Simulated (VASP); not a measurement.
Here is a VASP 6.6.1 calculation.

INCAR

```
SYSTEM = BaTiO3
PREC = Accurate ; ENCUT = 600
EDIFF = 1E-6 ; ISMEAR = 0
SIGMA = 0.02 ; LREAL = .FALSE.
LASPH = .TRUE. ; NELM = 120
ALGO = Normal ; ISIF = 2
LWAVE = .FALSE. ; LCHARG = .FALSE.
GGA = PE ; NBANDS = 28
GGA_COMPAT = .FALSE.
```

File KPOINTS:

```
Automatic mesh
0
G
  8 8 8
  0 0 0
```

POSCAR

```
BaTiO3
1.0
    4.0191383477      0.0000000000      0.0000000000
    0.0000000000      2.8421093405      2.8421186713
    0.0000000000     -2.8421093405      2.8421186713
Ba Ti O
1 1 3
Direct
    0.0000000000      0.0034138500      0.0034138500
    0.5000000000      0.5034138500      0.5034138500
    0.5000000000      1.0034138500      0.5034138500
    0.5000000000      0.5034138500      1.0034138500
    0.0000000000      0.5034138500      0.5034138500
```

Potentials or basis: VASP PAW PBE potentials, release 64 (Ba_sv, Ti_sv, O).

Command:

```bash
$ cat potpaw_PBE.64/Ba_sv/POTCAR potpaw_PBE.64/Ti_sv/POTCAR potpaw_PBE.64/O/POTCAR > POTCAR
$ mpirun -np 1 vasp_std > vasp.out
```

**Question.** What does it give for the band gap on the k mesh?

**Answer.** 1.72 eV (least direct gap 1.88 eV).

**Question.** Estimate the pressure.

**Answer.** 1.6 GPa.

Caveat: spin-orbit coupling is left out, which moves the levels of the heavy elements. A k mesh can miss the band edges.
